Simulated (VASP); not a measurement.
A run of VASP 6.6.1 is set up as follows.

The input INCAR:

```
SYSTEM = La
PREC = Accurate
ENCUT = 520
EDIFF = 1E-7
ISMEAR = -1
SIGMA = 0.05
LREAL = .FALSE.
LASPH = .TRUE.
NELM = 150
ALGO = Normal
ISIF = 2
LWAVE = .FALSE.
LCHARG = .FALSE.
ISPIN = 2
MAGMOM = 1 1
LORBIT = 11
LMAXMIX = 6
GGA = PE
NBANDS = 22
```

Contents of KPOINTS:

```
regular mesh
0
G
  8 8 8
  0 0 0
```

Contents of POSCAR:

```
La
1.0
    0.0000000000      3.3392829219      3.3392829219
    3.3392829219      0.0000000000      3.3392829219
    3.3392829219      3.3392829219      0.0000000000
La
2
Direct
    0.1250000000      0.1250000000      0.1250000000
    0.8750000000      0.8750000000      0.8750000000
```

Potentials or basis: VASP PAW PBE potentials, release 64 (La).

Run with:

```console
$ cat potpaw_PBE.64/La/POTCAR > POTCAR
$ mpirun -np 1 vasp_std > vasp.out
```

Task: Predict the net moment.

Result: 0.00 μB per cell.

Task: Predict the pressure.

Result: -0.1 GPa.

Task: Predict the band gap on the k mesh.

Result: Zero (filled and empty bands overlap).

Caveat: spin-orbit coupling is left out, which moves the levels of the heavy elements.
